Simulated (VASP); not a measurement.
# TiB2 (P6/mmm) in VASP: a series of runs, part 3 of 3

VASP 6.6.1. The steps go on from the part before.

## (4) Relaxation of cell and atoms, revPBE

This run uses another cell than the first one, of 8.55 Å³/atom.

Input file INCAR:

```
ALGO = Normal
EDIFF = 1E-7
EDIFFG = -0.01
ENCUT = 600
GGA = RE
IBRION = 2
ISIF = 3
ISMEAR = -1
LASPH = True
LCHARG = False
LREAL = False
LWAVE = False
NELM = 80
NSW = 60
PREC = Accurate
SIGMA = 0.05
```

Input file KPOINTS:

```
k-points
0
Gamma
  10 10 8
```

Input file POSCAR:

```
TiB2
1.0
    3.0292000000      0.0000000000      0.0000000000
   -1.5146000000      2.6233641531      0.0000000000
    0.0000000000      0.0000000000      3.2284000000
Ti B
1 2
Direct
    0.0000000000      0.0000000000      0.0000000000
    0.6666666667      0.3333333333      0.5000000000
    0.3333333333      0.6666666667      0.5000000000
```

Potentials or basis: VASP PAW PBE potentials, release 64 (Ti_sv, B).

Run with:

```
cat potpaw_PBE.64/Ti_sv/POTCAR potpaw_PBE.64/B/POTCAR > POTCAR
mpirun -np 1 vasp_std > vasp.out
```

OUTCAR:

```text
EDIFF = 1E-7
   EDIFFG = -0.01
   ENCUT = 600
   GGA = RE
   IBRION = 2
   ISIF = 3
   ISMEAR = -1
   LASPH = True
   LREAL = False
   NELM = 80
   NSW = 60
   PREC = Accurate

 ion  position               nearest neighbor table
   1  0.000  0.000  0.000-   2 2.38   3 2.38   2 2.38   3 2.38   3 2.38   3 2.38   2 2.38   2 2.38
                             2 2.38   2 2.38   3 2.38   3 2.38
   2  0.667  0.333  0.500-   3 1.75   3 1.75   3 1.75   1 2.38   1 2.38   1 2.38   1 2.38   1 2.38
                             1 2.38
   3  0.333  0.667  0.500-   2 1.75   2 1.75   2 1.75   1 2.38   1 2.38   1 2.38   1 2.38   1 2.38
                             1 2.38

  LATTYP: Found a hexagonal cell.
 ALAT       =     3.0292000000
 C/A-ratio  =     1.0657599366

  Lattice vectors:

 A1 = (   3.0292000000,   0.0000000000,   0.0000000000)
 A2 = (  -1.5146000000,   2.6233641531,   0.0000000000)
 A3 = (   0.0000000000,   0.0000000000,   3.2284000000)

Analysis of symmetry for initial positions (statically):
=====================================================================
 Subroutine PRICEL returns:
 Original cell was already a primitive cell.

 Routine SETGRP: Setting up the symmetry group for a
 hexagonal supercell.

 Subroutine GETGRP returns: Found 24 space group operations
 (whereof 24 operations were pure point group operations)
 out of a pool of 24 trial point group operations.

The static configuration has the point symmetry D_6h.

Analysis of symmetry for dynamics (positions and initial velocities):
=====================================================================
 Subroutine PRICEL returns:
 Original cell was already a primitive cell.

 Routine SETGRP: Setting up the symmetry group for a
 hexagonal supercell.

 Subroutine GETGRP returns: Found 24 space group operations
 (whereof 24 operations were pure point group operations)
 out of a pool of 24 trial point group operations.

The dynamic configuration has the point symmetry D_6h.

 Subroutine INISYM returns: Found 24 space group operations
 (whereof 24 operations are pure point group operations),
 and found     1 'primitive' translations

----------------------------------------------------------------------------------------

                                     Primitive cell

  volume of cell :      25.6551

  direct lattice vectors                    reciprocal lattice vectors
     3.029200000  0.000000000  0.000000000     0.330120164  0.190594965  0.000000000
    -1.514600000  2.623364153  0.000000000     0.000000000  0.381189931  0.000000000
     0.000000000  0.000000000  3.228400000     0.000000000  0.000000000  0.309750960

  length of vectors
     3.029200000  3.029200000  3.228400000     0.381189931  0.381189931  0.309750960

  position of ions in fractional coordinates (direct lattice)
     0.000000000  0.000000000  0.000000000
     0.666666667  0.333333333  0.500000000
     0.333333333  0.666666667  0.500000000

  ion indices of the primitive-cell ions
   primitive index   ion index
                 1           1
                 2           2
                 3           3

----------------------------------------------------------------------------------------

 KPOINTS: k-points

Automatic generation of k-mesh.
 Grid dimensions read from file:
 generate k-points for:   10   10    8

 Generating k-lattice:

  Cartesian coordinates                     Fractional coordinates (reciprocal lattice)
     0.033012016  0.019059497  0.000000000     0.100000000  0.000000000  0.000000000
     0.000000000  0.038118993  0.000000000     0.000000000  0.100000000  0.000000000
     0.000000000  0.000000000  0.038718870     0.000000000  0.000000000  0.125000000

  Length of vectors
     0.038118993  0.038118993  0.038718870

  Shift w.r.t. Gamma in fractional coordinates (k-lattice)
     0.000000000  0.000000000  0.000000000

 Subroutine IBZKPT returns following result:
 ===========================================

 Found     70 irreducible k-points:

 Following reciprocal coordinates:
            Coordinates               Weight
  0.000000  0.000000  0.000000      1.000000
  0.100000 -0.000000  0.000000      6.000000
  0.200000 -0.000000  0.000000      6.000000
  0.300000 -0.000000  0.000000      6.000000
  0.400000 -0.000000  0.000000      6.000000
  0.500000 -0.000000  0.000000      3.000000
[... 16 lines left out ...]
  0.300000  0.100000  0.125000     24.000000
  0.400000  0.100000  0.125000     24.000000
 [... further k-points ...]
   k-points           NKPTS =     70   k-points in BZ     NKDIM =     70   number of bands    NBANDS=     13
   number of dos      NEDOS =    301   number of ions     NIONS =      3
   total plane-waves  NPLWV =  16128
   dimension x,y,z NGX =    24 NGY =   24 NGZ =   28
   dimension x,y,z NGXF=    48 NGYF=   48 NGZF=   56
   ions per type =               1   2
   NGX,Y,Z   is equivalent  to a cutoff of  13.17, 13.17, 14.42 a.u.
   NGXF,Y,Z  is equivalent  to a cutoff of  26.34, 26.34, 28.84 a.u.
 SYSTEM =  unknown system
   PREC   = accura    normal or accurate (medium, high low for compatibility)
   ISTART =      0    job   : 0-new  1-cont  2-samecut
   ICHARG =      2    charge: 1-file 2-atom 10-const
   ISPIN  =      1    spin polarized calculation?
   LNONCOLLINEAR =      F non collinear calculations
   LSORBIT =      F    spin-orbit coupling
   LASPH  =      T    aspherical Exc in radial PAW
   ENCUT  =  600.0 eV  44.10 Ry    6.64 a.u.   6.05  6.05  6.45*2*pi/ulx,y,z
   NELM   =     80;   NELMIN=  2; NELMDL= -5     # of ELM steps
   EDIFF  = 0.1E-06   stopping-criterion for ELM
   LREAL  =      F    real-space projection
   EDIFFG = -.1E-01   stopping-criterion for IOM
   NSW    =     60    number of steps for IOM
   IBRION =      2    ionic relax: 0-MD 1-quasi-New 2-CG
   NFREE  =      1    steps in history (QN), initial steepest desc. (CG)
   ISIF   =      3    stress and relaxation
   ISYM   =      2    0-nonsym 1-usesym 2-fastsym
   POTIM  = 0.5000    time-step for ionic-motion
   TEBEG  =    0.0;   TEEND  =   0.0 temperature during run
   PSTRESS=    0.0 pullay stress
   NELECT =      18.0000    total number of electrons
   NUPDOWN=      -1.0000    fix difference up-down
   EMIN   =  10.00;   EMAX   =-10.00  energy-range for DOS
   EFERMI =   0.00;   METHOD = LEGACY
   ISMEAR =    -1;   SIGMA  =   0.05  broadening in eV -4-tet -1-fermi 0-gaus
   EFERMI_NEDOS =   21; number of points for ismear=-14 and -15
   IALGO  =     38    algorithm
   IMIX   =      4    mixing-type and parameters
     AMIX     =   0.40;   BMIX     =  1.00
     AMIX_MAG =   1.60;   BMIX_MAG =  1.00
  volume/ion in A,a.u.               =       8.55        57.71
  Fermi-wavevector in a.u.,A,eV,Ry     =   1.454703  2.748990 28.792122  2.116161
  Thomas-Fermi vector in A             =   2.571823
   LORBIT       =      0    0 simple, 1 ext, 2 COOP (PROOUT), +10 PAW based schemes
   GGA     = RE    functional components
   LHFCALC =     F    Hartree Fock is set to
   AEXX    =    0.0000 exact exchange contribution
   IVDW    =     0    specifies the selected vdW correction
   LEPSILON=     F    determine dielectric tensor
   LRPA    =     F    only Hartree local field effects (RPA)
 conjugate gradient relaxation of ions
 non-spin polarized calculation
  energy-cutoff  :      600.00
  volume of cell :       25.66
 maximum number of plane-waves:       878
   NGX = 13   NGY = 13   NGZ = 13

--------------------------------------- Ionic step        1  -------------------------------------------

 number of electron      18.0000002 magnetization

 Free energy of the ion-electron system (eV)
  ---------------------------------------------------
  ext. energy  EPLUGINS =         0.00000000
  ---------------------------------------------------
  free energy    TOTEN  =       -23.56424939 eV

  energy without entropy =      -23.55787352  energy(sigma->0) =      -23.56106146

 E-fermi :  10.0297     XC(G=0): -12.7231

 val. band max:       10.0054536357   @ k =   0.2000   0.2000   0.1250
 cond. band min:      10.0314475070   @ k =   0.3000   0.2000   0.0000
 fundamental gap:      0.0259938713
 Fermi energy:        10.0297371800

 k-point     1 :       0.0000    0.0000    0.0000
  band No.  band energies     occupation
      1     -46.9728      2.00000
      2     -23.2676      2.00000
      3     -22.9637      2.00000
      4     -22.9637      2.00000
      5      -3.4752      2.00000
      6       7.4864      2.00000
      7       7.4864      2.00000
      8       7.7483      2.00000
      9       7.9720      2.00000
     10      11.9797      0.00000
     11      11.9797      0.00000
     12      13.7483      0.00000
     13      13.7483      0.00000
[... 513 lines left out ...]
  energy  without entropy=      -23.5624191649  energy(sigma->0) =      -23.56565245

--------------------------------------- Ionic step        5  -------------------------------------------

 number of electron      17.9999998 magnetization

 Free energy of the ion-electron system (eV)
  ---------------------------------------------------
  ext. energy  EPLUGINS =         0.00000000
  ---------------------------------------------------
  free energy    TOTEN  =       -23.56891444 eV

  energy without entropy =      -23.56249920  energy(sigma->0) =      -23.56570682

 E-fermi :   9.8618     XC(G=0): -12.6483

 val. band max:        9.8380919340   @ k =   0.2000   0.2000   0.1250
 cond. band min:       9.8639552786   @ k =   0.3000   0.2000   0.0000
 fundamental gap:      0.0258633447
 Fermi energy:         9.8618131520

 k-point     1 :       0.0000    0.0000    0.0000
  band No.  band energies     occupation
      1     -47.1802      2.00000
      2     -23.4713      2.00000
      3     -23.1775      2.00000
      4     -23.1775      2.00000
      5      -3.5575      2.00000
      6       7.3509      2.00000
      7       7.3509      2.00000
      8       7.5849      2.00000
      9       7.8401      2.00000
     10      11.7662      0.00000
     11      11.7662      0.00000
     12      13.5061      0.00000
     13      13.5061      0.00000
[... 398 lines left out ...]
  FREE ENERGIE OF THE ION-ELECTRON SYSTEM (eV)
  ---------------------------------------------------
  free  energy   TOTEN  =       -23.5689144386 eV

  energy  without entropy=      -23.5624991966  energy(sigma->0) =      -23.56570682

 reached required accuracy - stopping structural energy minimisation
```

OSZICAR:

```text
N       E                     dE             d eps       ncg     rms          rms(c)
DAV:   1     0.137227519033E+03    0.13723E+03   -0.10314E+04  1820   0.175E+03
DAV:   2    -0.176079769313E+02   -0.15484E+03   -0.15098E+03  1855   0.414E+02
DAV:   3    -0.282187794029E+02   -0.10611E+02   -0.10439E+02  2637   0.991E+01
[... 46 lines left out ...]
DAV:   2    -0.235689332413E+02    0.33893E-04   -0.16737E-04  1830   0.147E-01    0.318E-02
DAV:   3    -0.235689152089E+02    0.18032E-04   -0.33945E-05  2813   0.633E-02    0.416E-03
DAV:   4    -0.235689149194E+02    0.28949E-06   -0.15608E-06  1895   0.144E-02    0.331E-03
DAV:   5    -0.235689144914E+02    0.42794E-06   -0.35550E-07  1928   0.739E-03    0.925E-04
DAV:   6    -0.235689144386E+02    0.52831E-07   -0.34074E-08   935   0.238E-03
   5 F= -.23568914E+02 E0= -.23565707E+02  d E =-.287099E-04
```

CONTCAR:

```text
TiB2
   1.00000000000000
     3.0448006019553300   -0.0000000000000000    0.0000000000000000
    -1.5224003009776650    2.6368746707069683    0.0000000000000000
     0.0000000000000000   -0.0000000000000000    3.2453237291592396
  Ti              B
     1     2
Direct
     0.0000000000000000    0.0000000000000000    1.0000000000000000
     0.6666666667000030    0.3333333332999970    0.5000000000000000
     0.3333333332999970    0.6666666667000030    0.5000000000000000

  0.00000000E+00  0.00000000E+00  0.00000000E+00
  0.00000000E+00  0.00000000E+00  0.00000000E+00
  0.00000000E+00  0.00000000E+00  0.00000000E+00
```

Run time: 2.3 min. Hardware: 1 thread of AMD EPYC 7R13, shared host; peak memory 0.14 GiB.

Results:

- Free energy: -23.5689 eV
- Relaxed volume: 8.69 Å³/atom
- Relaxed cell: a = 3.045 Å, b = 3.045 Å, c = 3.245 Å, α = 90.00°, β = 90.00°, γ = 120.00°
- Space group after relaxing (to 0.1 Å): P6/mmm (No. 191)
- Energy gained by relaxing: 1.6 meV/atom
- Ionic steps: 5
- Pressure after relaxing: -0.1 GPa
- Band gap on the k mesh: zero (bands 9 and 10 overlap by 0.56 eV)

The path:
```
step  energy change (eV)  largest force (eV/Å)  pressure (GPa)  volume (Å³)
   1              0.0000                0.0000            3.88        25.66
   2             -0.0002                0.0000           -3.56        26.43
   3             -0.0046                0.0000            0.03        26.04
   4             -0.0046                0.0000           -0.03        26.05
   5             -0.0047                0.0000           -0.06        26.06
```

Final structure:
```yaml
crystal:
  lattice:
    - [3.04480, 0.00000, 0.00000]
    - [-1.52240, 2.63687, 0.00000]
    - [0.00000, 0.00000, 3.24532]
  atoms:
    - { symbol: Ti, position: [0.00000, 0.00000, 0.00000] }
    - { symbol: B, position: [0.66667, 0.33333, 0.50000] }
    - { symbol: B, position: [0.33333, 0.66667, 0.50000] }
```

Levels at points of the mesh, in eV from the Fermi level:
```tsv
k point	band 5	band 6	band 7	band 8	band 9	band 10	band 11	band 12	band 13
(0.00, 0.00, 0.00)	-13.42	-2.51	-2.51	-2.28	-2.02	1.90	1.90	3.64	3.64
(0.50, 0.00, 0.00)	-9.27	-9.21	-3.19	-3.12	-2.17	1.36	2.74	3.20	3.38
(0.00, 0.00, 0.50)	-11.55	-7.51	-0.49	-0.49	-0.12	-0.12	0.48	0.48	1.66
(0.50, 0.00, 0.50)	-9.67	-7.49	-4.53	-3.72	-3.11	2.48	2.91	4.40	4.54
```

Caveat: the PAW data sets were made with another functional, which shifts forces and pressure a little. revPBE gives volumes clearly too large for solids.

## (5) Relaxation of cell and atoms, BLYP

This run uses another cell than the first one, of 8.55 Å³/atom.

Input file INCAR:

```
PREC = Accurate
ENCUT = 600
EDIFF = 1E-6
ISMEAR = -1
SIGMA = 0.05
LREAL = False
LASPH = True
NELM = 60
ALGO = Normal
ISIF = 3
LWAVE = False
LCHARG = False
GGA = B5
ALDAX = 1.0
AGGAX = 1.0
AGGAC = 1.0
ALDAC = 0.0
IBRION = 2
NSW = 60
EDIFFG = -0.01
```

Input file KPOINTS:

```
Automatic mesh
0
Gamma
  10 10 8
```

POSCAR is that of step 4.

Run with:

```
cat potpaw_PBE.64/Ti_sv/POTCAR potpaw_PBE.64/B/POTCAR > POTCAR
mpirun -np 1 vasp_std > vasp.out
```

It took 2.8 min on 1 thread of AMD EPYC 7R13, shared host; peak memory 0.14 GiB.

It converged, with:

| Quantity | Value |
| --- | --- |
| Free energy | -21.7499 eV |
| Relaxed volume | 8.81 Å³/atom |
| Relaxed cell | a = 3.043 Å, b = 3.043 Å, c = 3.296 Å, α = 90.00°, β = 90.00°, γ = 120.00° |
| Space group after relaxing (to 0.1 Å) | P6/mmm (No. 191) |
| Energy gained by relaxing | 6.8 meV/atom |
| Ionic steps | 4 |
| Pressure after relaxing | 0.0 GPa |
| Band gap on the k mesh | zero (bands 9 and 10 overlap by 0.31 eV) |

The path:
| step | energy change (eV) | largest force (eV/Å) | pressure (GPa) | volume (Å³) |
| --- | --- | --- | --- | --- |
| 1 | 0.0000 | 0.0000 | 6.91 | 25.66 |
| 2 | -0.0095 | 0.0000 | -5.34 | 27.05 |
| 3 | -0.0187 | 0.0000 | -0.53 | 26.46 |
| 4 | -0.0205 | 0.0000 | -0.04 | 26.43 |

Final structure:
```yaml
crystal:
  lattice:
    - [3.04287, 0.00000, 0.00000]
    - [-1.52144, 2.63520, 0.00000]
    - [0.00000, 0.00000, 3.29640]
  atoms:
    - { symbol: Ti, position: [0.00000, 0.00000, 0.00000] }
    - { symbol: B, position: [0.66667, 0.33333, 0.50000] }
    - { symbol: B, position: [0.33333, 0.66667, 0.50000] }
```

Levels at points of the mesh, in eV from the Fermi level:
```tsv
k point	band 7	band 8	band 9	band 10	band 11	band 12
(0.00, 0.00, 0.00)	-2.42	-2.38	-1.91	1.76	1.76	3.31
(0.50, 0.00, 0.00)	-3.17	-3.13	-2.02	1.23	2.58	3.01
(0.00, 0.00, 0.50)	-0.53	-0.53	-0.02	-0.02	0.42	0.42
(0.50, 0.00, 0.50)	-4.41	-3.54	-2.89	2.22	2.73	4.04
```

Caveat: the PAW data sets were made with another functional, which shifts forces and pressure a little.

## (6) Relaxation of cell and atoms, PBE+D3(BJ)

This run uses another cell than the first one, of 8.55 Å³/atom.

Input file INCAR:

```
PREC = Accurate
ENCUT = 600
EDIFF = 1E-6
ISMEAR = -1
SIGMA = 0.05
LREAL = F
LASPH = T
NELM = 80
ALGO = Normal
ISIF = 3
LWAVE = F
LCHARG = F
GGA = PE
IVDW = 12
IBRION = 2
NSW = 60
EDIFFG = -0.01
```

KPOINTS is that of step 5.

POSCAR is that of step 5.

Potentials or basis: VASP PAW PBE potentials, release 64 (Ti_sv, B).

Run with:

```
cat potpaw_PBE.64/Ti_sv/POTCAR potpaw_PBE.64/B/POTCAR > POTCAR
mpirun -np 1 vasp_std > vasp.out
```

Run time: 98 s. Hardware: 1 thread of AMD EPYC 7R13, shared host; peak memory 0.15 GiB.

Results (log left out):

```yaml
Free_energy: -25.7028 eV
Relaxed_volume: 8.30 Å³/atom
Relaxed_cell: a = 3.003 Å, b = 3.003 Å, c = 3.186 Å, α = 90.00°, β = 90.00°, γ = 120.00°
Space_group_after_relaxing_to_0.1_Å: P6/mmm (No. 191)
Energy_gained_by_relaxing: 6.3 meV/atom
Ionic_steps: 4
Pressure_after_relaxing: 0.0 GPa
Band_gap_on_the_k_mesh: zero (bands 9 and 10 overlap by 0.65 eV)
Dispersion_energy_per_atom: -0.432 eV
```

Stress tensor (GPa, compression positive):
```
 0.00  0.00  0.00
 0.00  0.00  0.00
 0.00  0.00 -0.12
```

The path:
```csv
step,energy change (eV),largest force (eV/Å),pressure (GPa),volume (Å³)
1,0.0000,0.0000,-7.57,25.66
2,-0.0004,0.0000,8.27,24.18
3,-0.0184,0.0000,0.01,24.90
4,-0.0188,0.0000,-0.04,24.89
```

Final structure:
```xyz
3
Lattice="3.0032 0.0000 0.0000 -1.5016 2.6009 0.0000 0.0000 0.0000 3.1863" Properties=species:S:1:pos:R:3 pbc="T T T"
Ti    0.0000    0.0000    0.0000
B     1.5016    0.8670    1.5932
B     0.0000    1.7339    1.5932
```

Levels at points of the mesh, in eV from the Fermi level:
| k point | band 5 | band 6 | band 7 | band 8 | band 9 | band 10 | band 11 | band 12 | band 13 |
| --- | --- | --- | --- | --- | --- | --- | --- | --- | --- |
| (0.00, 0.00, 0.00) | -13.60 | -2.63 | -2.63 | -2.22 | -2.11 | 2.05 | 2.05 | 3.89 | 3.89 |
| (0.50, 0.00, 0.00) | -9.45 | -9.23 | -3.26 | -3.22 | -2.28 | 1.47 | 2.91 | 3.42 | 3.54 |
| (0.00, 0.00, 0.50) | -11.58 | -7.67 | -0.50 | -0.50 | -0.14 | -0.14 | 0.51 | 0.51 | 1.84 |
| (0.50, 0.00, 0.50) | -9.82 | -7.54 | -4.70 | -3.86 | -3.09 | 2.69 | 3.10 | 4.78 | 4.85 |

## (7) Overview

| task | level | cell | cutoff (eV) | gap on the mesh (eV) | pressure (GPa) | relaxed volume (Å³/atom) |
| --- | --- | --- | --- | --- | --- | --- |
| single point | BLYP | a = 3.042, b = 3.042, c = 3.294 Å, angles 90.0, 90.0, 120.0°, 3 atoms | 520 | none | 0.3 | - |
| single point | r2SCAN | a = 3.029, b = 3.029, c = 3.228 Å, angles 90.0, 90.0, 120.0°, 3 atoms | 520 | none | -0.3 | - |
| relaxation of cell and atoms | revPBE | relaxed from a = 3.029, b = 3.029, c = 3.228 Å, angles 90.0, 90.0, 120.0°, 3 atoms | 600 | none | -0.1 | 8.69 |
| relaxation of cell and atoms | BLYP | relaxed from a = 3.029, b = 3.029, c = 3.228 Å, angles 90.0, 90.0, 120.0°, 3 atoms | 600 | none | 0.0 | 8.81 |
| relaxation of cell and atoms | PBE+D3(BJ) | relaxed from a = 3.029, b = 3.029, c = 3.228 Å, angles 90.0, 90.0, 120.0°, 3 atoms | 600 | none | 0.0 | 8.30 |

Alike in all rows: potentials or basis VASP PAW PBE potentials, release 64 (Ti_sv, B); no spin polarisation; k mesh 10 × 10 × 8; smearing fermi-dirac 0.05 eV.

Caveats: the PAW data sets were made with another functional, which shifts forces and pressure a little (at least some runs).

Absolute energies hang on the potentials; compare differences alone.
